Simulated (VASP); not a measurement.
Runs of VASP 6.6.1 on In. The structure is that of space group Pm-3m (No. 221), or close to it. The cells are those of the table. This isn't the form of In at room conditions, which is tetragonal.

```tsv
task	cell	k mesh	cutoff (eV)	gap on the mesh (eV)	pressure (GPa)
single point	a = 3.126 Å, 1 atom	16 × 16 × 16	520	none	2.1
single point	a = 3.214 Å, 1 atom	10 × 10 × 10	520	none	0.0
single point	a = 3.170 Å, 1 atom	16 × 16 × 16	520	none	1.0
single point	a = 3.214 Å, 1 atom	16 × 16 × 16	520	none	0.0
relaxation of cell and atoms	relaxed from a = 3.045 Å, 1 atom	10 × 10 × 10	600	none	0.0
single point	a = 3.297 Å, 1 atom	16 × 16 × 16	520	none	-1.2
single point	a = 3.337 Å, 1 atom	16 × 16 × 16	520	none	(a)
single point	a = 3.080 Å, 1 atom	16 × 16 × 16	520	none	3.6
single point	a = 3.256 Å, 1 atom	16 × 16 × 16	520	none	(b)
```

Alike in all rows: level BLYP; potentials or basis VASP PAW PBE potentials, release 64 (In_d); no spin polarisation; smearing fermi-dirac 0.1 eV.

Q: Estimate the missing entries.

A: (a) -1.6; (b) -0.6.

Caveats: the PAW data sets were made with another functional, which shifts forces and pressure a little; spin-orbit coupling is left out, which moves the levels of the heavy elements; the cell stands under pressure (at least some runs).

A k mesh can miss the band edges, and the runs leave out spin-orbit coupling on In.

A gap of «none» marks levels without a gap at the run's occupations.
